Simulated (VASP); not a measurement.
Al, 1 atom in the cell. Symmetry: I4/mmm, No. 139, tetragonal system. Conventional cell: a = 2.748 Å, b = 2.748 Å, c = 4.372 Å, α = 90.00°, β = 90.00°, γ = 90.00°. Within 3.6 Å of Al (site symmetry 4/mmm) lie 12 Al at 2.75 to 2.92 Å.  This cell differs from its parent crystal: strain -0.040 along x and y, +0.080 along z.

| Item | Value |
| --- | --- |
| Program | VASP 6.6.1 |
| Task | single point |
| Functional | PBE |
| Potentials or basis | VASP PAW PBE potentials, release 64 (Al) |
| Cutoff | 520 eV |
| k mesh | 20 × 20 × 20 |
| Occupations | gaussian, width 0.15 eV |
| Spin | no spin polarisation |
| Dipole correction | no |
| Further INCAR settings | ALGO = Fast; EDIFF = 1e-06; NBANDS = 8 |

Potentials or basis: VASP PAW PBE potentials, release 64 (Al).

Run with:

```bash
$ cat potpaw_PBE.64/Al/POTCAR > POTCAR
$ mpirun -np 1 vasp_std > vasp.out
```

Hardware: 1 thread of AMD EPYC 9R45, with other jobs on the host.

**Question.** How long does it take, and how much memory?

**Answer.** Run time: 110 s on 1 thread of AMD EPYC 9R45, on a shared host, peak memory 0.16 GiB. Counts: scf iterations 10, k points 641.
